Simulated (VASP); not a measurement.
# Ru (Im-3m) in VASP: single point with PBE

Aim: the single point of Ru with PBE.

Everything below comes from runs of VASP 6.6.1. Logs are shortened: lines on timing, memory, paths and dates and some standing lists are left out, and cuts for length are marked.

## (1) The cell of the first run

It takes space group Im-3m (No. 229, cubic). Conventional cell: a = 2.904 Å, b = 2.904 Å, c = 2.904 Å, α = 90.00°, β = 90.00°, γ = 90.00°. Within 3.3 Å of Ru (site symmetry m-3m) lie 14 Ru at 2.51 to 2.90 Å.

## (2) Single point, PBE, collinear spin, zero start

Contents of INCAR:

```
  PREC = Accurate
  ENCUT = 500
  EDIFF = 1E-6
  ISMEAR = -1
  SIGMA = 0.1
  LREAL = False
  LASPH = True
  NELM = 200
  ALGO = Normal
  ISIF = 2
  LWAVE = False
  LCHARG = True
  ISPIN = 2
  MAGMOM = 0
  LORBIT = 11
  LMAXMIX = 4
  GGA = PE
  LELF = True
  LVHAR = True
  NBANDS = 17
  GGA_COMPAT = False
```

Contents of KPOINTS:

```
Automatic mesh
0
Gamma
  8 8 8
```

Contents of POSCAR:

```
Ru
1.0
   -1.4520000000      1.4520000000      1.4520000000
    1.4520000000     -1.4520000000      1.4520000000
    1.4520000000      1.4520000000     -1.4520000000
Ru
1
Direct
    0.0000000000      0.0000000000      0.0000000000
```

Potentials or basis: VASP PAW PBE potentials, release 64 (Ru_pv).

Started as:

```console
cat potpaw_PBE.64/Ru_pv/POTCAR > POTCAR
mpirun -np 1 vasp_std > vasp.out
```

OUTCAR:

```text
PREC = Accurate
   ENCUT = 500
   EDIFF = 1E-6
   ISMEAR = -1
   LREAL = False
   LASPH = True
   NELM = 200
   ISIF = 2
   ISPIN = 2
   LORBIT = 11
   GGA = PE

 ion  position               nearest neighbor table
   1  0.000  0.000  0.000-

  LATTYP: Found a body centered cubic cell.
 ALAT       =     2.9040000000

  Lattice vectors:

 A1 = (  -1.4520000000,   1.4520000000,   1.4520000000)
 A2 = (   1.4520000000,  -1.4520000000,   1.4520000000)
 A3 = (   1.4520000000,   1.4520000000,  -1.4520000000)

Analysis of symmetry for initial positions (statically):
=====================================================================
 Subroutine PRICEL returns:
 Original cell was already a primitive cell.

 Routine SETGRP: Setting up the symmetry group for a
 body centered cubic supercell.

 Subroutine GETGRP returns: Found 48 space group operations
 (whereof 48 operations were pure point group operations)
 out of a pool of 48 trial point group operations.

The static configuration has the point symmetry O_h .

Analysis of symmetry for dynamics (positions and initial velocities):
=====================================================================
 Subroutine PRICEL returns:
 Original cell was already a primitive cell.

 Routine SETGRP: Setting up the symmetry group for a
 body centered cubic supercell.

 Subroutine GETGRP returns: Found 48 space group operations
 (whereof 48 operations were pure point group operations)
 out of a pool of 48 trial point group operations.

The dynamic configuration has the point symmetry O_h .

Analysis of structural, dynamic, and magnetic symmetry:
=====================================================================
 Subroutine PRICEL returns:
 Original cell was already a primitive cell.

 Routine SETGRP: Setting up the symmetry group for a
 body centered cubic supercell.

 Subroutine GETGRP returns: Found 48 space group operations
 (whereof 48 operations were pure point group operations)
 out of a pool of 48 trial point group operations.

The overall configuration has the point symmetry O_h .

 Subroutine INISYM returns: Found 48 space group operations
 (whereof 48 operations are pure point group operations),
 and found     1 'primitive' translations

----------------------------------------------------------------------------------------

                                     Primitive cell

  volume of cell :      12.2450

  direct lattice vectors                    reciprocal lattice vectors
    -1.452000000  1.452000000  1.452000000     0.000000000  0.344352617  0.344352617
     1.452000000 -1.452000000  1.452000000     0.344352617  0.000000000  0.344352617
     1.452000000  1.452000000 -1.452000000     0.344352617  0.344352617  0.000000000

  length of vectors
     2.514937773  2.514937773  2.514937773     0.486988141  0.486988141  0.486988141

  position of ions in fractional coordinates (direct lattice)
     0.000000000  0.000000000  0.000000000

  ion indices of the primitive-cell ions
   primitive index   ion index
                 1           1

----------------------------------------------------------------------------------------

 KPOINTS: Automatic mesh

Automatic generation of k-mesh.
 Grid dimensions read from file:
 generate k-points for:    8    8    8

 Generating k-lattice:

  Cartesian coordinates                     Fractional coordinates (reciprocal lattice)
     0.000000000  0.043044077  0.043044077     0.125000000  0.000000000  0.000000000
     0.043044077  0.000000000  0.043044077     0.000000000  0.125000000  0.000000000
     0.043044077  0.043044077  0.000000000     0.000000000  0.000000000  0.125000000

  Length of vectors
     0.060873518  0.060873518  0.060873518

  Shift w.r.t. Gamma in fractional coordinates (k-lattice)
     0.000000000  0.000000000  0.000000000

 Subroutine IBZKPT returns following result:
 ===========================================

 Found     29 irreducible k-points:

 Following reciprocal coordinates:
            Coordinates               Weight
  0.000000  0.000000  0.000000      1.000000
  0.125000  0.000000  0.000000     12.000000
  0.250000  0.000000  0.000000     12.000000
  0.375000  0.000000  0.000000     12.000000
  0.500000  0.000000  0.000000      6.000000
  0.125000  0.125000  0.000000     24.000000
[... 16 lines left out ...]
 -0.250000  0.250000  0.250000      6.000000
 -0.375000  0.375000  0.250000     24.000000
 [... further k-points ...]
   k-points           NKPTS =     29   k-points in BZ     NKDIM =     29   number of bands    NBANDS=     17
   number of dos      NEDOS =    301   number of ions     NIONS =      1
   total plane-waves  NPLWV =   5832
   dimension x,y,z NGX =    18 NGY =   18 NGZ =   18
   dimension x,y,z NGXF=    36 NGYF=   36 NGZF=   36
   ions per type =               1
   NGX,Y,Z   is equivalent  to a cutoff of  11.90, 11.90, 11.90 a.u.
   NGXF,Y,Z  is equivalent  to a cutoff of  23.80, 23.80, 23.80 a.u.
 SYSTEM =  unknown system
   PREC   = accura    normal or accurate (medium, high low for compatibility)
   ISTART =      0    job   : 0-new  1-cont  2-samecut
   ICHARG =      2    charge: 1-file 2-atom 10-const
   ISPIN  =      2    spin polarized calculation?
   LNONCOLLINEAR =      F non collinear calculations
   LSORBIT =      F    spin-orbit coupling
   LASPH  =      T    aspherical Exc in radial PAW
   ENCUT  =  500.0 eV  36.75 Ry    6.06 a.u.   4.59  4.59  4.59*2*pi/ulx,y,z
   NELM   =    200;   NELMIN=  2; NELMDL= -5     # of ELM steps
   EDIFF  = 0.1E-05   stopping-criterion for ELM
   LREAL  =      F    real-space projection
   EDIFFG = 0.1E-04   stopping-criterion for IOM
   NSW    =      0    number of steps for IOM
   IBRION =     -1    ionic relax: 0-MD 1-quasi-New 2-CG
   NFREE  =      0    steps in history (QN), initial steepest desc. (CG)
   ISIF   =      2    stress and relaxation
   ISYM   =      2    0-nonsym 1-usesym 2-fastsym
   POTIM  = 0.5000    time-step for ionic-motion
   TEBEG  =    0.0;   TEEND  =   0.0 temperature during run
   PSTRESS=    0.0 pullay stress
   NELECT =      14.0000    total number of electrons
   NUPDOWN=      -1.0000    fix difference up-down
   EMIN   =  10.00;   EMAX   =-10.00  energy-range for DOS
   EFERMI =   0.00;   METHOD = LEGACY
   ISMEAR =    -1;   SIGMA  =   0.10  broadening in eV -4-tet -1-fermi 0-gaus
   EFERMI_NEDOS =   21; number of points for ismear=-14 and -15
   IALGO  =     38    algorithm
   IMIX   =      4    mixing-type and parameters
     AMIX     =   0.40;   BMIX     =  1.00
     AMIX_MAG =   1.60;   BMIX_MAG =  1.00
  volume/ion in A,a.u.               =      12.25        82.63
  Fermi-wavevector in a.u.,A,eV,Ry     =   1.711844  3.234916 39.870655  2.930410
  Thomas-Fermi vector in A             =   2.789883
   LORBIT       =     11    0 simple, 1 ext, 2 COOP (PROOUT), +10 PAW based schemes
   GGA     = PE    functional components
   LHFCALC =     F    Hartree Fock is set to
   AEXX    =    0.0000 exact exchange contribution
   IVDW    =     0    specifies the selected vdW correction
   LEPSILON=     F    determine dielectric tensor
   LRPA    =     F    only Hartree local field effects (RPA)
 spin polarized calculation
  energy-cutoff  :      500.00
  volume of cell :       12.25
 maximum number of plane-waves:       321
   NGX =  9   NGY =  9   NGZ =  9

 number of electron      14.0000011 magnetization      -0.0000046

 number of electron      14.0000011 magnetization       0.0000008

 Free energy of the ion-electron system (eV)
  ---------------------------------------------------
  ext. energy  EPLUGINS =         0.00000000
  ---------------------------------------------------
  free energy    TOTEN  =        -8.33919413 eV

  energy without entropy =       -8.28727561  energy(sigma->0) =       -8.31323487

 E-fermi :  15.0628     XC(G=0): -14.7582

 val. band max:       15.0462051742   @ k =   0.2500   0.1250   0.1250
 cond. band min:      15.1632514694   @ k =   0.1250   0.1250   0.0000
 fundamental gap:      0.1170462951
 Fermi energy:        15.0627711888

 spin component 1

 k-point     1 :       0.0000    0.0000    0.0000
  band No.  band energies     occupation
      1     -27.6019      1.00000
      2     -27.6019      1.00000
      3     -27.6019      1.00000
      4       6.2223      1.00000
      5      11.6117      1.00000
      6      11.6117      1.00000
[... 9 lines left out ...]
     16      49.8462      0.00000
     17      49.8462      0.00000

 k-point     2 :       0.1250    0.0000    0.0000
  band No.  band energies     occupation
      1     -27.8370      1.00000
      2     -27.6751      1.00000
      3     -27.6034      1.00000
      4       6.9685      1.00000
      5      11.2425      1.00000
      6      11.5675      1.00000
[... 9 lines left out ...]
     16      48.0675      0.00000
     17      49.1498      0.00000
[... 421 lines left out ...]
 k-point    24 :      -0.3750    0.3750    0.2500
  band No.  band energies     occupation
      1     -28.7263      1.00000
      2     -28.3001      1.00000
      3     -28.1612      1.00000
      4       9.1268      1.00000
      5       9.8478      1.00000
      6      12.5439      1.00000
[... 9 lines left out ...]
     16      47.5456      0.00000
     17      48.5401      0.00000

 [... further k-points ...]

 spin component 2

 k-point     1 :       0.0000    0.0000    0.0000
  band No.  band energies     occupation
      1     -27.6019      1.00000
      2     -27.6019      1.00000
      3     -27.6019      1.00000
      4       6.2223      1.00000
      5      11.6117      1.00000
      6      11.6117      1.00000
[... 9 lines left out ...]
     16      49.8462      0.00000
     17      49.8462      0.00000

 k-point     2 :       0.1250    0.0000    0.0000
  band No.  band energies     occupation
      1     -27.8370      1.00000
      2     -27.6751      1.00000
      3     -27.6034      1.00000
      4       6.9685      1.00000
      5      11.2425      1.00000
      6      11.5675      1.00000
[... 9 lines left out ...]
     16      48.0675      0.00000
     17      49.1498      0.00000
[... 421 lines left out ...]
 k-point    24 :      -0.3750    0.3750    0.2500
  band No.  band energies     occupation
      1     -28.7263      1.00000
      2     -28.3001      1.00000
      3     -28.1612      1.00000
      4       9.1268      1.00000
      5       9.8478      1.00000
      6      12.5439      1.00000
[... 9 lines left out ...]
     16      47.5456      0.00000
     17      48.5401      0.00000

 [... further k-points ...]
[... 5 lines left out ...]
  --------------------------------------------------------------------------------------
  -------------------------------------------------------------------------------------
  Total        4.6215272      4.6215272      4.6215272      0.0000000     -0.0000000      0.0000000
  in kB      604.6948252    604.6948252    604.6948252      0.0000000     -0.0000000      0.0000000
  external PRESSURE =     604.6948252 kB  Pullay stress =       0.0000000 kB

 VOLUME and BASIS-vectors are now :
 -----------------------------------------------------------------------------
  energy-cutoff  :      500.00
  volume of cell :       12.25
      direct lattice vectors                 reciprocal lattice vectors
    -1.452000000  1.452000000  1.452000000     0.000000000  0.344352617  0.344352617
     1.452000000 -1.452000000  1.452000000     0.344352617  0.000000000  0.344352617
     1.452000000  1.452000000 -1.452000000     0.344352617  0.344352617  0.000000000

 POSITION                                       TOTAL-FORCE (eV/Angst)
 -----------------------------------------------------------------------------------
      0.00000      0.00000      0.00000         0.000000     -0.000000      0.000000
 -----------------------------------------------------------------------------------
    total drift:                                0.000000      0.000000      0.000000

  FREE ENERGIE OF THE ION-ELECTRON SYSTEM (eV)
  ---------------------------------------------------
  free  energy   TOTEN  =        -8.3391941309 eV

  energy  without entropy=       -8.2872756068  energy(sigma->0) =       -8.31323487

 total charge

# of ion       s       p       d       tot
------------------------------------------
    1        0.444   6.364   6.113  12.921

 magnetization (x)

# of ion       s       p       d       tot
------------------------------------------
    1       -0.000  -0.000  -0.000  -0.000
```

Run time: 17 s. Hardware: 1 thread of Intel Xeon 8259CL, shared host; peak memory 0.13 GiB.

What came out:

```
Free energy                                           : -8.3392 eV
Pressure                                              : 60.5 GPa
Band gap on the k mesh                                : zero (filled and empty bands overlap)
Net moment                                            : 0.00 μB per cell
Valence electrons inside the program's atomic spheres : Ru 12.92
```

Levels at points of the mesh, in eV from the Fermi level:
Spin up:
```csv
k point,band 4,band 5,band 6,band 7,band 8,band 9,band 10,band 11
"(0.00, 0.00, 0.00)",-8.84,-3.45,-3.45,-3.45,-0.20,-0.20,10.32,17.14
"(0.50, 0.00, 0.00)",-7.38,-5.58,-0.17,0.42,1.31,2.95,10.32,12.00
"(0.50, 0.50, 0.50)",-7.66,-7.66,2.18,2.18,2.18,10.10,10.10,10.10
```
Spin down:
```
           k point  band 5  band 6  band 7  band 8  band 9  band 10
(0.00, 0.00, 0.00)   -3.45   -3.45   -3.45   -0.20   -0.20    10.32
(0.50, 0.00, 0.00)   -5.58   -0.17    0.42    1.31    2.95    10.32
(0.50, 0.50, 0.50)   -7.66    2.18    2.18    2.18   10.10    10.10
```

Caveat: the k points lie up to 0.38 Å⁻¹ apart.
